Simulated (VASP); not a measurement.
# CuO (P4_2/mmc) in VASP: single point with LDA

Aim: the single point of CuO with LDA.

All numbers are computed with VASP 6.6.1; they aren't measurements. Logs are shortened: lines on timing, memory, paths and dates and some standing lists are left out, and cuts for length are marked.

**1. The cell of the first run**

Symmetry: P4_2/mmc, No. 131, tetragonal system. Conventional cell: a = 3.422 Å, b = 3.422 Å, c = 4.260 Å, α = 90.00°, β = 90.00°, γ = 90.00°. Within 2.7 Å of Cu (site symmetry mmm) lie 4 O at 2.02 Å. Cu (site symmetry mmm) has 4 O at 2.02 Å within 2.7 Å. O (site symmetry -4m2) has 4 Cu at 2.02 Å and 2 O at 2.13 Å within 2.7 Å.

**2. Single point, LDA, collinear spin, antiferromagnetic start**

File INCAR:

```
  PREC = Accurate
  ENCUT = 520
  EDIFF = 1E-6
  ISMEAR = 0
  SIGMA = 0.05
  LREAL = False
  LASPH = True
  NELM = 150
  ALGO = Normal
  ISIF = 2
  LWAVE = False
  LCHARG = False
  ISPIN = 2
  MAGMOM = 1 1 -1 -1 0 0 0 0
  LORBIT = 11
  LMAXMIX = 4
  NBANDS = 48
```

File KPOINTS:

```
regular mesh
0
Gamma
  6 3 5
```

File POSCAR:

```
CuO
1.0
    3.4220509700      0.0000000000      0.0000000000
    0.0000000000      6.8441019400      0.0000000000
    0.0000000000      0.0000000000      4.2604614800
Cu O
4 4
Direct
    0.0000000000      0.2500000000      0.0000000000
    0.5000000000      0.0000000000      0.5000000000
    0.0000000000      0.7500000000      0.0000000000
    0.5000000000      0.5000000000      0.5000000000
    0.0000000000      0.0000000000      0.2500000000
    0.0000000000      0.0000000000      0.7500000000
    0.0000000000      0.5000000000      0.2500000000
    0.0000000000      0.5000000000      0.7500000000
```

Potentials or basis: VASP PAW LDA potentials, release 64 (Cu, O).

On the command line:

```bash
cat potpaw_LDA.64/Cu/POTCAR potpaw_LDA.64/O/POTCAR > POTCAR
mpirun -np 1 vasp_std > vasp.out
```

OUTCAR:

```text
PREC = Accurate
   ENCUT = 520
   EDIFF = 1E-6
   ISMEAR = 0
   LREAL = False
   LASPH = True
   NELM = 150
   ISIF = 2
   ISPIN = 2
   LORBIT = 11

 ion  position               nearest neighbor table
   1  0.000  0.250  0.000-   5 2.02   6 2.02   7 2.02   8 2.02
   2  0.500  0.000  0.500-   5 2.02   6 2.02   5 2.02   6 2.02
   3  0.000  0.750  0.000-   5 2.02   6 2.02   7 2.02   8 2.02
   4  0.500  0.500  0.500-   7 2.02   8 2.02   7 2.02   8 2.02
   5  0.000  0.000  0.250-   1 2.02   2 2.02   3 2.02   2 2.02
   6  0.000  0.000  0.750-   1 2.02   2 2.02   3 2.02   2 2.02
   7  0.000  0.500  0.250-   1 2.02   3 2.02   4 2.02   4 2.02
   8  0.000  0.500  0.750-   1 2.02   3 2.02   4 2.02   4 2.02

  LATTYP: Found a simple orthorhombic cell.
 ALAT       =     3.4220509700
 B/A-ratio  =     1.2450023443
 C/A-ratio  =     2.0000000000

  Lattice vectors:

 A1 = (  -3.4220509700,   0.0000000000,   0.0000000000)
 A2 = (   0.0000000000,   0.0000000000,   4.2604614800)
 A3 = (   0.0000000000,   6.8441019400,   0.0000000000)

Analysis of symmetry for initial positions (statically):
=====================================================================
 Subroutine PRICEL returns following result:

  LATTYP: Found a simple tetragonal cell.
 ALAT       =     3.4220509700
 C/A-ratio  =     1.2450023443
[... 12 lines left out ...]
 Subroutine GETGRP returns: Found  8 space group operations
 (whereof  8 operations were pure point group operations)
 out of a pool of  8 trial point group operations.

The static configuration has the point symmetry D_2h.

Analysis of symmetry for dynamics (positions and initial velocities):
=====================================================================
 Subroutine PRICEL returns following result:

  LATTYP: Found a simple tetragonal cell.
 ALAT       =     3.4220509700
 C/A-ratio  =     1.2450023443
[... 12 lines left out ...]
 Subroutine GETGRP returns: Found  8 space group operations
 (whereof  8 operations were pure point group operations)
 out of a pool of  8 trial point group operations.

The dynamic configuration has the point symmetry D_2h.

Analysis of structural, dynamic, and magnetic symmetry:
=====================================================================
 Subroutine PRICEL returns following result:

  LATTYP: Found a simple tetragonal cell.
 ALAT       =     3.4220509700
 C/A-ratio  =     1.2450023443
[... 12 lines left out ...]
 Subroutine GETGRP returns: Found  4 space group operations
 (whereof  4 operations were pure point group operations)
 out of a pool of  8 trial point group operations.

The overall configuration has the point symmetry C_2v.

 Subroutine INISYM returns: Found  4 space group operations
 (whereof  4 operations are pure point group operations),
 and found     2 'primitive' translations

----------------------------------------------------------------------------------------

                                     Primitive cell

  volume of cell :      49.8918

  direct lattice vectors                    reciprocal lattice vectors
     3.422050970  0.000000000  0.000000000     0.292222415  0.000000000  0.000000000
     0.000000000  3.422050970  0.000000000     0.000000000  0.292222415  0.000000000
     0.000000000  0.000000000  4.260461480     0.000000000  0.000000000  0.234716358

  length of vectors
     3.422050970  3.422050970  4.260461480     0.292222415  0.292222415  0.234716358

  position of ions in fractional coordinates (direct lattice)
     0.000000000  0.500000000  0.000000000
     0.500000000  0.000000000  0.500000000
     0.000000000  0.000000000  0.250000000
     0.000000000  0.000000000  0.750000000

  ion indices of the primitive-cell ions
   primitive index   ion index
                 1           1
                 2           2
                 3           5
                 4           6

----------------------------------------------------------------------------------------

 KPOINTS: regular mesh

Automatic generation of k-mesh.
 Grid dimensions read from file:
 generate k-points for:    6    3    5

 Generating k-lattice:

  Cartesian coordinates                     Fractional coordinates (reciprocal lattice)
     0.048703736  0.000000000  0.000000000     0.166666667  0.000000000  0.000000000
[... 46 lines left out ...]
   NGX,Y,Z   is equivalent  to a cutoff of  13.60, 13.12, 12.49 a.u.
   NGXF,Y,Z  is equivalent  to a cutoff of  27.21, 26.23, 24.97 a.u.
 SYSTEM =  unknown system
   PREC   = accura    normal or accurate (medium, high low for compatibility)
   ISTART =      0    job   : 0-new  1-cont  2-samecut
   ICHARG =      2    charge: 1-file 2-atom 10-const
   ISPIN  =      2    spin polarized calculation?
   LNONCOLLINEAR =      F non collinear calculations
   LSORBIT =      F    spin-orbit coupling
   LASPH  =      T    aspherical Exc in radial PAW
   ENCUT  =  520.0 eV  38.22 Ry    6.18 a.u.   6.36 12.73  7.92*2*pi/ulx,y,z
   NELM   =    150;   NELMIN=  2; NELMDL= -5     # of ELM steps
   EDIFF  = 0.1E-05   stopping-criterion for ELM
   LREAL  =      F    real-space projection
   EDIFFG = 0.1E-04   stopping-criterion for IOM
   NSW    =      0    number of steps for IOM
   IBRION =     -1    ionic relax: 0-MD 1-quasi-New 2-CG
   NFREE  =      0    steps in history (QN), initial steepest desc. (CG)
   ISIF   =      2    stress and relaxation
   ISYM   =      2    0-nonsym 1-usesym 2-fastsym
   POTIM  = 0.5000    time-step for ionic-motion
   TEBEG  =    0.0;   TEEND  =   0.0 temperature during run
   PSTRESS=    0.0 pullay stress
   NELECT =      68.0000    total number of electrons
   NUPDOWN=      -1.0000    fix difference up-down
   EMIN   =  10.00;   EMAX   =-10.00  energy-range for DOS
   EFERMI =   0.00;   METHOD = LEGACY
   ISMEAR =     0;   SIGMA  =   0.05  broadening in eV -4-tet -1-fermi 0-gaus
   EFERMI_NEDOS =   21; number of points for ismear=-14 and -15
   IALGO  =     38    algorithm
   IMIX   =      4    mixing-type and parameters
     AMIX     =   0.40;   BMIX     =  1.00
     AMIX_MAG =   1.60;   BMIX_MAG =  1.00
  volume/ion in A,a.u.               =      12.47        84.17
  Fermi-wavevector in a.u.,A,eV,Ry     =   1.440648  2.722430 28.238446  2.075467
  Thomas-Fermi vector in A             =   2.559369
   LORBIT       =     11    0 simple, 1 ext, 2 COOP (PROOUT), +10 PAW based schemes
   GGA     = CA    functional components
   LHFCALC =     F    Hartree Fock is set to
   AEXX    =    0.0000 exact exchange contribution
   IVDW    =     0    specifies the selected vdW correction
   LEPSILON=     F    determine dielectric tensor
   LRPA    =     F    only Hartree local field effects (RPA)
 spin polarized calculation
 Gauss-broadening in eV      SIGMA  =   0.05
  energy-cutoff  :      520.00
  volume of cell :       99.78
 maximum number of plane-waves:      2713
 NGX is ok and might be reduce to    28
   NGX = 13   NGY = 25   NGZ = 15

 number of electron      68.0000005 magnetization      -0.0000000

 number of electron      68.0000005 magnetization       0.0000000

 Free energy of the ion-electron system (eV)
  ---------------------------------------------------
  ext. energy  EPLUGINS =         0.00000000
  ---------------------------------------------------
  free energy    TOTEN  =       -43.01631421 eV

  energy without entropy =      -43.01248917  energy(sigma->0) =      -43.01440169

 E-fermi :   3.5896     XC(G=0): -11.1528

 val. band max:        3.5586971594   @ k =   0.3333   0.3333   0.0000
 cond. band min:       3.6488280176   @ k =   0.1667   0.0000   0.4000
 fundamental gap:      0.0901308582
 Fermi energy:         3.5896095009

 spin component 1

 k-point     1 :       0.0000    0.0000    0.0000
  band No.  band energies     occupation
      1     -16.1308      1.00000
      2     -15.8484      1.00000
      3     -13.2768      1.00000
      4     -13.2392      1.00000
      5      -4.3214      1.00000
      6      -3.6992      1.00000
[... 1165 lines left out ...]
     45      12.1924      0.00000
     46      13.0924      0.00000
 Fermi energy:         3.5896095009

 spin component 2

 k-point     1 :       0.0000    0.0000    0.0000
  band No.  band energies     occupation
      1     -16.1308      1.00000
      2     -15.8484      1.00000
      3     -13.2768      1.00000
      4     -13.2392      1.00000
      5      -4.3214      1.00000
      6      -3.6992      1.00000
[... 1165 lines left out ...]
     45      12.1924      0.00000
     46      13.0924      0.00000
 [bands above 46 left out]

------------------------ aborting loop because EDIFF is reached ----------------------------------------

  FORCE on cell =-STRESS in cart. coord.  units (eV):
  Direction    XX          YY          ZZ          XY          YZ          ZX
  --------------------------------------------------------------------------------------
  -------------------------------------------------------------------------------------
  Total      -15.6453873    -15.6460607      5.6320441      0.0000000      0.0000000      0.0000000
  in kB     -251.2102257   -251.2210380     90.4309395      0.0000000      0.0000000      0.0000000
  external PRESSURE =    -137.3334414 kB  Pullay stress =       0.0000000 kB

 VOLUME and BASIS-vectors are now :
 -----------------------------------------------------------------------------
  energy-cutoff  :      520.00
  volume of cell :       99.78
      direct lattice vectors                 reciprocal lattice vectors
     3.422050970  0.000000000  0.000000000     0.292222415  0.000000000  0.000000000
     0.000000000  6.844101940  0.000000000     0.000000000  0.146111208  0.000000000
     0.000000000  0.000000000  4.260461480     0.000000000  0.000000000  0.234716358

 POSITION                                       TOTAL-FORCE (eV/Angst)
 -----------------------------------------------------------------------------------
      0.00000      1.71103      0.00000         0.000000     -0.000031      0.000000
      1.71103      0.00000      2.13023        -0.000000      0.000017      0.000000
      0.00000      5.13308      0.00000         0.000000     -0.000031      0.000000
      1.71103      3.42205      2.13023        -0.000000      0.000017      0.000000
      0.00000      0.00000      1.06512         0.000000      0.000007     -0.000070
      0.00000      0.00000      3.19535         0.000000      0.000007      0.000070
      0.00000      3.42205      1.06512         0.000000      0.000007     -0.000070
      0.00000      3.42205      3.19535         0.000000      0.000007      0.000070
 -----------------------------------------------------------------------------------
    total drift:                                0.000000      0.000069      0.000000

  FREE ENERGIE OF THE ION-ELECTRON SYSTEM (eV)
  ---------------------------------------------------
  free  energy   TOTEN  =       -43.0163142060 eV

  energy  without entropy=      -43.0124891709  energy(sigma->0) =      -43.01440169

 total charge

# of ion       s       p       d       tot
------------------------------------------
    1        0.354   0.315   9.158   9.827
    2        0.354   0.315   9.158   9.828
    3        0.354   0.315   9.158   9.827
    4        0.354   0.315   9.158   9.828
    5        1.582   3.275   0.000   4.857
    6        1.582   3.275   0.000   4.857
    7        1.582   3.275   0.000   4.857
    8        1.582   3.275   0.000   4.857
--------------------------------------------------
tot          7.743  14.360  36.634  58.737

 magnetization (x)

# of ion       s       p       d       tot
------------------------------------------
    1        0.000   0.000   0.000   0.000
    2       -0.000   0.000   0.000   0.000
    3       -0.000  -0.000  -0.000  -0.000
    4        0.000  -0.000  -0.000  -0.000
    5       -0.000   0.000   0.000   0.000
    6       -0.000   0.000   0.000   0.000
    7        0.000  -0.000   0.000  -0.000
    8        0.000  -0.000   0.000  -0.000
--------------------------------------------------
tot          0.000   0.000   0.000   0.000
```

Run time: 4.8 min. Hardware: 1 thread of Oxide Virtual Turin-like, shared host; peak memory 0.26 GiB.

What came out:

```yaml
Free_energy: -43.0163 eV
Pressure: -13.7 GPa
Band_gap_on_the_k_mesh: zero (filled and empty bands overlap)
Net_moment: 0.00 μB per cell
Valence_electrons_inside_the_program's_atomic_spheres: Cu 9.83; O 4.86
```

Levels at points of the mesh, in eV from the Fermi level:
Spin up:
| k point | band 29 | band 30 | band 31 | band 32 | band 33 | band 34 | band 35 | band 36 | band 37 | band 38 |
| --- | --- | --- | --- | --- | --- | --- | --- | --- | --- | --- |
| (0.00, 0.00, 0.00) | -1.66 | -1.64 | -1.17 | 0.48 | 0.55 | 0.62 | 0.73 | 0.73 | 1.00 | 3.86 |
| (0.50, 0.00, 0.00) | -1.70 | -1.66 | -1.64 | -1.40 | -1.40 | 0.62 | 0.86 | 1.00 | 1.36 | 3.86 |
Spin down:
```
           k point  band 29  band 30  band 31  band 32  band 33  band 34  band 35  band 36  band 37  band 38
(0.00, 0.00, 0.00)    -1.66    -1.64    -1.17     0.48     0.55     0.62     0.73     0.73     1.00     3.86
(0.50, 0.00, 0.00)    -1.70    -1.66    -1.64    -1.40    -1.40     0.62     0.86     1.00     1.36     3.86
```

Caveat: semilocal functionals often make such compounds metallic where correlation or magnetic order opens a gap, which also shifts bond lengths. With open d or f shells a metallic result of LDA can be an artefact of self-interaction; +U or a hybrid may open a gap.
